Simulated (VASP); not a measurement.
# TlPt (P6/mmm) in VASP: further runs, part 2 of 2

VASP 6.6.1. The steps go on from the part before.

### Step 4. Single point, PBE (uniaxial strain along c: -2.0 %)

The input, INCAR:

```
ALGO     = Fast           # electronic algorithm
EDIFF    = 1E-7           # SCF threshold, eV
ENCUT    = 520            # plane-wave cutoff, eV
GGA      = PE             # functional
ISIF     = 2              # what is computed and relaxed
ISMEAR   = 0              # smearing method
LASPH    = T              # aspherical terms in the spheres
LCHARG   = T              # write CHGCAR
LELF     = T              # ELF
LREAL    = F              # projectors in reciprocal space
LVHAR    = T            
LWAVE    = F              # write WAVECAR
NBANDS   = 44             # bands
NELM     = 100            # most SCF steps
PREC     = Accurate       # precision mode
SIGMA    = 0.1            # smearing width, eV
```

The input, KPOINTS:

```
k-points
0
Gamma
  6 6 10
```

The input, POSCAR:

```
TlPt
1.0
    6.6200761313      0.0000000000      0.0000000000
   -3.3100380656      5.7331541047      0.0000000000
    0.0000000000      0.0000000000      3.9011176105
Tl Pt
3 3
Direct
    0.5000000000      0.0000000000      0.0000000000
    0.5000000000      0.5000000000      0.0000000000
    0.0000000000      0.5000000000      0.0000000000
    0.0000000000      0.0000000000      0.0000000000
    0.3333333334      0.6666666666      0.5000000000
    0.6666666666      0.3333333334      0.5000000000
```

Potentials or basis: VASP PAW PBE potentials, release 64 (Tl_d, Pt).

Command:

```sh
$ cat potpaw_PBE.64/Tl_d/POTCAR potpaw_PBE.64/Pt/POTCAR > POTCAR
$ mpirun -np 1 vasp_std > vasp.out
```

OUTCAR:

```text
EDIFF = 1E-7
   ENCUT = 520
   GGA = PE
   ISIF = 2
   ISMEAR = 0
   LASPH = T
   LREAL = F
   NELM = 100
   PREC = Accurate

 ion  position               nearest neighbor table
   1  0.500  0.000  0.000-   5 2.73   6 2.73   5 2.73   6 2.73   2 3.31   2 3.31   4 3.31   4 3.31
                             3 3.31   3 3.31
   2  0.500  0.500  0.000-   5 2.73   6 2.73   5 2.73   6 2.73   1 3.31   1 3.31   3 3.31   3 3.31
                             4 3.31   4 3.31
   3  0.000  0.500  0.000-   5 2.73   6 2.73   5 2.73   6 2.73   4 3.31   4 3.31   2 3.31   2 3.31
                             1 3.31   1 3.31
   4  0.000  0.000  0.000-   3 3.31   3 3.31   1 3.31   1 3.31   2 3.31   2 3.31
   5  0.333  0.667  0.500-   2 2.73   2 2.73   1 2.73   1 2.73   3 2.73   3 2.73
   6  0.667  0.333  0.500-   2 2.73   2 2.73   1 2.73   1 2.73   3 2.73   3 2.73

  LATTYP: Found a hexagonal cell.
 ALAT       =     6.6200761313
 C/A-ratio  =     0.5892859135

  Lattice vectors:

 A1 = (   6.6200761313,   0.0000000000,   0.0000000000)
 A2 = (  -3.3100380656,   5.7331541047,   0.0000000000)
 A3 = (   0.0000000000,   0.0000000000,   3.9011176105)

Analysis of symmetry for initial positions (statically):
=====================================================================
 Subroutine PRICEL returns:
 Original cell was already a primitive cell.

 Routine SETGRP: Setting up the symmetry group for a
 hexagonal supercell.

 Subroutine GETGRP returns: Found 24 space group operations
 (whereof 24 operations were pure point group operations)
 out of a pool of 24 trial point group operations.

The static configuration has the point symmetry D_6h.

Analysis of symmetry for dynamics (positions and initial velocities):
=====================================================================
 Subroutine PRICEL returns:
 Original cell was already a primitive cell.
[... 137 lines left out ...]
  volume/ion in A,a.u.               =      24.68       166.53
  Fermi-wavevector in a.u.,A,eV,Ry     =   1.269237  2.398510 21.918469  1.610962
  Thomas-Fermi vector in A             =   2.402289
   LORBIT       =      0    0 simple, 1 ext, 2 COOP (PROOUT), +10 PAW based schemes
   GGA     = PE    functional components
   LHFCALC =     F    Hartree Fock is set to
   AEXX    =    0.0000 exact exchange contribution
   IVDW    =     0    specifies the selected vdW correction
   LEPSILON=     F    determine dielectric tensor
   LRPA    =     F    only Hartree local field effects (RPA)
 non-spin polarized calculation
 RMM-DIIS sequential band-by-band and
 Gauss-broadening in eV      SIGMA  =   0.10
  energy-cutoff  :      520.00
  volume of cell :      148.06
 maximum number of plane-waves:      4011
 NGX is ok and might be reduce to    50
   NGX = 25   NGY = 25   NGZ = 15

 number of electron      68.9999990 magnetization

 Free energy of the ion-electron system (eV)
  ---------------------------------------------------
  ext. energy  EPLUGINS =         0.00000000
  ---------------------------------------------------
  free energy    TOTEN  =       -21.74415319 eV

  energy without entropy =      -21.72192462  energy(sigma->0) =      -21.73303890

 E-fermi :   6.0919     XC(G=0): -10.5633

 val. band max:        6.0856077202   @ k =   0.0000   0.0000   0.1000
 cond. band min:       6.1023775035   @ k =   0.1667  -0.0000   0.2000
 fundamental gap:      0.0167697833
 Fermi energy:         6.0919199309

 k-point     1 :       0.0000    0.0000    0.0000
  band No.  band energies     occupation
      1      -6.1936      2.00000
      2      -5.6688      2.00000
      3      -5.6688      2.00000
      4      -5.6020      2.00000
      5      -5.5831      2.00000
      6      -5.5831      2.00000
[... 1117 lines left out ...]
     43      11.4077      0.00000
     44      12.3925      0.00000

 [... further k-points ...]

------------------------ aborting loop because EDIFF is reached ----------------------------------------

  FORCE on cell =-STRESS in cart. coord.  units (eV):
  Direction    XX          YY          ZZ          XY          YZ          ZX
  --------------------------------------------------------------------------------------
  -------------------------------------------------------------------------------------
  Total        0.9518097      0.9518097      1.7359788      0.0000000      0.0000000      0.0000000
  in kB       10.2994745     10.2994745     18.7849200      0.0000000      0.0000000      0.0000000
  external PRESSURE =      13.1279564 kB  Pullay stress =       0.0000000 kB

 VOLUME and BASIS-vectors are now :
 -----------------------------------------------------------------------------
  energy-cutoff  :      520.00
  volume of cell :      148.06
      direct lattice vectors                 reciprocal lattice vectors
     6.620076131  0.000000000  0.000000000     0.151055665  0.087212029  0.000000000
    -3.310038066  5.733154105  0.000000000     0.000000000  0.174424057  0.000000000
     0.000000000  0.000000000  3.901117611     0.000000000  0.000000000  0.256336799

 POSITION                                       TOTAL-FORCE (eV/Angst)
 -----------------------------------------------------------------------------------
      3.31004      0.00000      0.00000        -0.000000      0.000000      0.000000
      1.65502      2.86658      0.00000        -0.000000      0.000000      0.000000
     -1.65502      2.86658      0.00000        -0.000000      0.000000      0.000000
      0.00000      0.00000      0.00000        -0.000000      0.000000      0.000000
      0.00000      3.82210      1.95056        -0.000000      0.000000      0.000000
      3.31004      1.91105      1.95056         0.000000     -0.000000     -0.000000
 -----------------------------------------------------------------------------------
    total drift:                               -0.000000      0.000000     -0.000000

  FREE ENERGIE OF THE ION-ELECTRON SYSTEM (eV)
  ---------------------------------------------------
  free  energy   TOTEN  =       -21.7441531891 eV

  energy  without entropy=      -21.7219246183  energy(sigma->0) =      -21.73303890
```

It took 4.3 min on 1 thread of Oxide Virtual Turin-like, shared host; peak memory 0.36 GiB.

Results:

```yaml
Free_energy: -21.7442 eV
Pressure: 1.3 GPa
```

Levels at points of the mesh, in eV from the Fermi level:
| k point | band 31 | band 32 | band 33 | band 34 | band 35 | band 36 | band 37 | band 38 | band 39 | band 40 |
| --- | --- | --- | --- | --- | --- | --- | --- | --- | --- | --- |
| (0.00, 0.00, 0.00) | -0.67 | -0.67 | -0.48 | -0.48 | -0.31 | -0.29 | -0.29 | 2.01 | 5.84 | 6.33 |
| (0.50, 0.00, 0.00) | -1.28 | -0.78 | -0.72 | -0.67 | 0.64 | 1.42 | 2.75 | 2.85 | 3.74 | 5.15 |
| (0.00, 0.00, 0.50) | -0.95 | -0.95 | -0.47 | 0.93 | 0.93 | 1.06 | 1.06 | 1.11 | 1.21 | 1.21 |
| (0.50, 0.00, 0.50) | -1.28 | -1.27 | -0.78 | -0.66 | 0.32 | 0.65 | 1.00 | 2.53 | 2.67 | 3.41 |

Caveat: the cell differs from its parent crystal (uniaxial strain along c: -2.0 %); spin-orbit coupling is left out, which moves the levels of the heavy elements.

### Step 5. Single point, PBE (uniaxial strain along c: +3.0 %, then relaxed in part)

The input, INCAR:

```
ALGO = Fast ; EDIFF = 1E-6
ENCUT = 520 ; GGA = PE
ISIF = 2 ; ISMEAR = 0
LASPH = True ; LCHARG = False
LREAL = False ; LWAVE = False
NBANDS = 44 ; NELM = 100
PREC = Accurate ; SIGMA = 0.1
```

KPOINTS is that of step 4.

The input, POSCAR:

```
TlPt
1.0
    6.4585043100      0.0000000000      0.0000000000
   -3.2292521550      5.5932288029      0.0000000000
    0.0000000000      0.0000000000      4.1001542233
Tl Pt
3 3
Direct
    0.5000000000      0.0000000000      0.0000000000
    0.5000000000      0.5000000000      0.0000000000
    0.0000000000      0.5000000000      0.0000000000
    0.0000000000      0.0000000000      0.0000000000
    0.3333333313      0.6666666687      0.5000000000
    0.6666666687      0.3333333313      0.5000000000
```

Command:

```sh
$ cat potpaw_PBE.64/Tl_d/POTCAR potpaw_PBE.64/Pt/POTCAR > POTCAR
$ mpirun -np 1 vasp_std > vasp.out
```

Run time: 5.3 min. Hardware: 1 thread of Oxide Virtual Turin-like, shared host; peak memory 0.35 GiB.

The run converged. Its results:

```
Free energy : -21.7486 eV
Pressure    : -0.3 GPa
```

Stress tensor (GPa, compression positive):
```
-0.01  0.00  0.00
 0.00 -0.01  0.00
 0.00  0.00 -0.81
```

Levels at points of the mesh, in eV from the Fermi level:
```tsv
k point	band 32	band 33	band 34	band 35	band 36	band 37
(0.00, 0.00, 0.00)	-0.76	-0.44	-0.44	-0.16	-0.16	-0.13
(0.50, 0.00, 0.00)	-0.84	-0.76	-0.70	0.97	1.77	2.92
(0.00, 0.00, 0.50)	-0.91	-0.49	0.98	0.98	1.02	1.02
(0.50, 0.00, 0.50)	-1.28	-0.73	-0.70	0.11	0.52	1.17
```

Caveat: the cell differs from its parent crystal (uniaxial strain along c: +3.0 %, then relaxed in part); spin-orbit coupling is left out, which moves the levels of the heavy elements.

### Step 6. Single point, PBE (uniaxial strain along c: -1.0 %)

The input, INCAR:

```
ALGO = Fast
EDIFF = 1E-6
ENCUT = 520
GGA = PE
ISIF = 2
ISMEAR = 0
LASPH = True
LCHARG = False
LREAL = False
LWAVE = False
NBANDS = 44
NELM = 60
PREC = Accurate
SIGMA = 0.1
```

KPOINTS is that of step 5.

The input, POSCAR:

```
TlPt
1.0
    6.6036082802      0.0000000000      0.0000000000
   -3.3018041401      5.7188925273      0.0000000000
    0.0000000000      0.0000000000      3.9409249330
Tl Pt
3 3
Direct
    0.5000000000      0.0000000000      0.0000000000
    0.5000000000      0.5000000000      0.0000000000
    0.0000000000      0.5000000000      0.0000000000
    0.0000000000      0.0000000000      0.0000000000
    0.3333333333      0.6666666667      0.5000000000
    0.6666666667      0.3333333333      0.5000000000
```

Potentials or basis: VASP PAW PBE potentials, release 64 (Tl_d, Pt).

Command:

```sh
$ cat potpaw_PBE.64/Tl_d/POTCAR potpaw_PBE.64/Pt/POTCAR > POTCAR
$ mpirun -np 1 vasp_std > vasp.out
```

It took 4.2 min on 1 thread of Oxide Virtual Turin-like, shared host; peak memory 0.36 GiB.

The run converged. Its results:

- Free energy: -21.7542 eV
- Pressure: 0.6 GPa

Stress tensor (GPa, compression positive):
```
0.51 0.00 0.00
0.00 0.51 0.00
0.00 0.00 0.92
```

Levels at points of the mesh, in eV from the Fermi level:
```csv
k point,band 32,band 33,band 34,band 35,band 36,band 37,band 38,band 39
"(0.00, 0.00, 0.00)",-0.68,-0.48,-0.48,-0.29,-0.26,-0.26,1.86,5.64
"(0.50, 0.00, 0.00)",-0.77,-0.74,-0.69,0.68,1.47,2.77,2.92,3.60
"(0.00, 0.00, 0.50)",-0.94,-0.48,0.97,0.97,1.02,1.02,1.09,1.17
"(0.50, 0.00, 0.50)",-1.27,-0.77,-0.66,0.27,0.61,1.03,2.54,2.66
```

Caveat: the cell differs from its parent crystal (uniaxial strain along c: -1.0 %); spin-orbit coupling is left out, which moves the levels of the heavy elements.

### Step 7. The runs side by side

| cell | k mesh | further INCAR settings | gap on the mesh (eV) | pressure (GPa) |
| --- | --- | --- | --- | --- |
| a = 6.587, b = 6.587, c = 3.981 Å, angles 90.0, 90.0, 120.0°, 6 atoms | 6 × 6 × 8 | ALGO = Fast; EDIFF = 1e-06; NBANDS = 44 | none | 0.0 |
| a = 6.637, b = 6.637, c = 3.861 Å, angles 90.0, 90.0, 120.0°, 6 atoms | 6 × 6 × 10 | ALGO = Fast; EDIFF = 1e-07; NBANDS = 44 | none | 2.0 |
| a = 6.620, b = 6.620, c = 3.901 Å, angles 90.0, 90.0, 120.0°, 6 atoms | 6 × 6 × 10 | ALGO = Fast; EDIFF = 1e-07; NBANDS = 44 | none | 1.3 |
| a = 6.459, b = 6.459, c = 4.100 Å, angles 90.0, 90.0, 120.0°, 6 atoms | 6 × 6 × 10 | ALGO = Fast; EDIFF = 1e-06; NBANDS = 44 | none | -0.3 |
| a = 6.604, b = 6.604, c = 3.941 Å, angles 90.0, 90.0, 120.0°, 6 atoms | 6 × 6 × 10 | ALGO = Fast; EDIFF = 1e-06; NBANDS = 44 | none | 0.6 |

Alike in all rows: task single point; level PBE; potentials or basis VASP PAW PBE potentials, release 64 (Tl_d, Pt); no spin polarisation; cutoff (eV) 520; smearing gaussian 0.1 eV.

Caveats: spin-orbit coupling is left out, which moves the levels of the heavy elements.

Absolute energies hang on the potentials; compare differences alone.
